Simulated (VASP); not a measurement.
H8CO6, 15 atoms in the cell. The cell holds a disordered packing, 15 atoms: a = 5.511 Å, b = 5.511 Å, c = 5.511 Å, α = 90.00°, β = 90.00°, γ = 90.00°. 

- Program: VASP 6.6.1
- Task: single point
- Functional: r2SCAN
- Potentials or basis: VASP PAW PBE potentials, release 64 (O, H, C)
- Cutoff: 520 eV
- k mesh: 1 × 1 × 1
- Occupations: fermi-dirac, width 0.05 eV
- Spin: no spin polarisation
- Dipole correction: no
- Further INCAR settings: LREAL = Auto; ALGO = Normal; EDIFF = 1e-06; NBANDS = 37

Potentials or basis: VASP PAW PBE potentials, release 64 (O, H, C).

Command:

```console
$ cat potpaw_PBE.64/O/POTCAR potpaw_PBE.64/H/POTCAR potpaw_PBE.64/C/POTCAR > POTCAR
$ cp INCAR.step1 INCAR
$ mpirun -np 1 vasp_gam > vasp.out
$ cp INCAR.step2 INCAR
$ mpirun -np 1 vasp_gam > vasp.out
```

Hardware: 1 thread of Intel Xeon 8259CL, on a shared host.

Question: Estimate the wall time of this run.

Answer: It took 110 s on 1 thread of Intel Xeon 8259CL (shared host), peak memory 0.25 GiB. Counts: k points 1.
